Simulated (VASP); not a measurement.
A run of VASP 6.6.1:

Contents of INCAR:

```
SYSTEM = Sb
PREC = Accurate
ENCUT = 520
EDIFF = 1E-7
ISMEAR = -1
SIGMA = 0.05
LREAL = .False.
LASPH = .True.
NELM = 100
ALGO = Normal
ISIF = 2
LWAVE = .False.
LCHARG = .False.
GGA = PS
NBANDS = 12
```

File KPOINTS:

```
Automatic mesh
0
Gamma
  9 9 9
  0 0 0
```

The input POSCAR:

```
Sb
1.0
    2.1256720836      1.2121766789      3.7270387499
   -2.1755285804      1.2336826823      3.7485447533
   -0.0063035032     -2.5020193611      3.7564164968
Sb
2
Direct
    0.2336400000      0.2336400000      0.2336400000
    0.7663600000      0.7663600000      0.7663600000
```

Potentials or basis: VASP PAW PBE potentials, release 64 (Sb).

Command:

```sh
$ cat potpaw_PBE.64/Sb/POTCAR > POTCAR
$ mpirun -np 1 vasp_std > vasp.out
```

Hardware: 1 thread of Intel Xeon 8259CL, on a shared host.

How long does it take, and how much memory?

Wall time 4.6 min on 1 thread of Intel Xeon 8259CL, with other jobs on the host, peak memory 0.37 GiB. Counts: scf iterations 12, k points 365.
